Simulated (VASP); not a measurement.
Runs of VASP 6.6.1 on CeO2. The structure is that of space group Fm-3m (No. 225), or close to it. The cells are those of the table. 

```tsv
level	potentials or basis	spin	cell	gap on the mesh (eV)	pressure (GPa)	moment (μB)
LDA	VASP PAW LDA potentials, release 64 (Ce, O)	non-collinear, typed start, SOC	a = 3.745 Å, angles 60.0°, 3 atoms	-	8.1	0.00
r2SCAN	VASP PAW PBE potentials, release 64 (Ce, O)	collinear, ferromagnetic start	a = 3.798 Å, angles 60.0°, 3 atoms	(a)	7.4	0.00
r2SCAN	VASP PAW PBE potentials, release 64 (Ce, O)	collinear, ferromagnetic start	a = 3.874 Å, angles 60.0°, 3 atoms	2.15	-4.3	0.00
PBE	VASP PAW PBE potentials, release 64 (Ce, O)	collinear, ferromagnetic start	a = 3.824 Å, angles 60.0°, 3 atoms	2.02	(c)	0.00
LDA	VASP PAW LDA potentials, release 64 (Ce, O)	non-collinear, typed start, SOC	a = 3.798 Å, angles 60.0°, 3 atoms	-	(b)	0.00
```

Alike in all rows: task single point; k mesh 9 × 9 × 9; cutoff (eV) 520; smearing fermi-dirac 0.05 eV.

Fill in the values left out.

(a) 2.35; (b) -0.9; (c) 5.9.

Caveats: the magnetic or orbital state may not be the lowest; the cell stands under pressure (at least some runs); the moments typed at the start vanished in this run (at least some runs); spin-orbit coupling is left out, which moves the levels of the heavy elements (at least some runs); an odd mesh through Γ misses points on the zone boundary, where band edges can lie (at least some runs); the PAW data sets were made with another functional, which shifts forces and pressure a little (at least some runs); the cell stands under tension (at least some runs).

A k mesh can miss the band edges, and rows without SOC leave out spin-orbit coupling on Ce.
